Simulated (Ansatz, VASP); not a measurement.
**Ge in VASP and in Ansatz**

POSCAR

```
Ge
1.0
    1.3686277522     -2.5474293491      0.0000000000
    1.3686277522      2.5474293491      0.0000000000
    0.0000000000      0.0000000000      2.6431496057
Ge
1
Direct
    0.5000000000      0.5000000000      0.0000000000
```

INCAR.step1

```
SYSTEM = Ge
  PREC = Accurate
  ENCUT = 520
  ISMEAR = 1
  SIGMA = 0.15
  LREAL = .FALSE.
  LASPH = .TRUE.
  NELM = 100
  NBANDS = 13
  GGA = PE
  ALGO = Normal
  EDIFF = 1E-4
  LWAVE = .TRUE.
  LCHARG = .FALSE.
```

Contents of INCAR.step2:

```
SYSTEM = Ge
  PREC = Accurate
  ENCUT = 520
  EDIFF = 1E-7
  ISMEAR = 1
  SIGMA = 0.15
  LREAL = .FALSE.
  LASPH = .TRUE.
  NELM = 100
  ALGO = Normal
  ISIF = 2
  LWAVE = .FALSE.
  LCHARG = .TRUE.
  METAGGA = R2SCAN
  LMIXTAU = .TRUE.
  LELF = .TRUE.
  LVHAR = .TRUE.
  NBANDS = 13
  ISTART = 1
```

KPOINTS

```
Automatic mesh
0
G
  12 12 11
  0 0 0
```

Input for Ansatz:

```yaml
crystal:
  lattice:
    - [1.368627752205838, -2.547429349092557, 0.0]
    - [1.368627752205838, 2.547429349092557, 0.0]
    - [0.0, 0.0, 2.6431496057056982]
  atoms:
    - { symbol: Ge, position: [0.5, 0.5, 0.0] }
basis:
  ecutwfc: 600.0
kpoints:
  mp_grid:
    grid: [12, 12, 11]
hamiltonian:
  xc: r2scan
  pseudopotentials:
    kind: paw
scf:
  occupations:
    method: cold
    width: 0.15
output:
  stress: true
```

Alike in both runs: task single point; functional r2SCAN; k mesh 12 × 12 × 11; no spin polarisation.

```csv
,VASP,Ansatz
version,VASP 6.6.1,Ansatz 0.2.0
potentials or method,"VASP PAW PBE potentials, release 64 (Ge_d), cutoff 520 eV","plane waves, PAW"
occupations,"methfessel-paxton of order 1, width 0.15 eV","cold, width 0.15 eV"
valence electrons in the cell,14,14
```

|  | VASP | Ansatz | Ansatz less VASP |
| --- | --- | --- | --- |
| pressure (GPa) | 1.0 | 1.2 | +0.20 |
| traceless stress, the component that is largest in VASP (GPa) | -3.10 | -3.20 | -0.100 |

VASP's potentials were made for PBE, not for r2SCAN.
